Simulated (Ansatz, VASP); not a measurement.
Pt: VASP beside Ansatz

Contents of INCAR:

```
  PREC = Accurate
  ENCUT = 520
  EDIFF = 1E-6
  ISMEAR = -1
  SIGMA = 0.02
  LREAL = False
  LASPH = True
  NELM = 60
  ALGO = Fast
  ISIF = 2
  LWAVE = False
  LCHARG = False
  GGA = PE
  NBANDS = 11
```

KPOINTS

```
regular mesh
0
Gamma
  24 24 24
```

The input POSCAR:

```
Pt
1.0
    0.0000000000      1.9847238812      1.9053349259
    1.9847238812      0.0000000000      1.9053349259
    1.9847238812      1.9847238812      0.0000000000
Pt
1
Direct
    0.0000000000      0.0000000000      0.0000000000
```

Input for Ansatz:

```yaml
crystal:
  lattice:
    - [0.0, 1.9847238812, 1.9053349259]
    - [1.9847238812, 0.0, 1.9053349259]
    - [1.9847238812, 1.9847238812, 0.0]
  atoms:
    - { symbol: Pt, position: [0.0, 0.0, 0.0] }
basis:
  ecutwfc: 420
kpoints:
  mp_grid: { grid: [24, 24, 24] }
hamiltonian:
  xc: pbe
scf:
  occupations: { method: fermi_dirac, width: 0.02 }
output:
  forces: true
  stress: true
  eigenvalues: true
```

Alike in both runs: task single point; functional PBE; k mesh 24 × 24 × 24; occupations fermi-dirac, width 0.02 eV; no spin polarisation.

```csv
,VASP,Ansatz
version,VASP 6.6.1,Ansatz 0.2.0
potentials or method,"VASP PAW PBE potentials, release 64 (Pt), cutoff 520 eV","scalar-relativistic, plane waves, PAW"
valence electrons in the cell,10,18
```

```csv
,VASP,Ansatz,Ansatz less VASP
gap on the k mesh at the Fermi level (eV),none,none,-
pressure (GPa),11.0,11.5,+0.57
"traceless stress, the component that is largest in VASP (GPa)",2.32,2.33,+0.014
```

A gap of «none» marks a metal or a gap that the smearing closes. VASP's potentials hold 10 valence electrons a cell and Ansatz's 18, so a difference there can come from the potentials and not from the codes.

Neither program's run includes spin-orbit coupling.
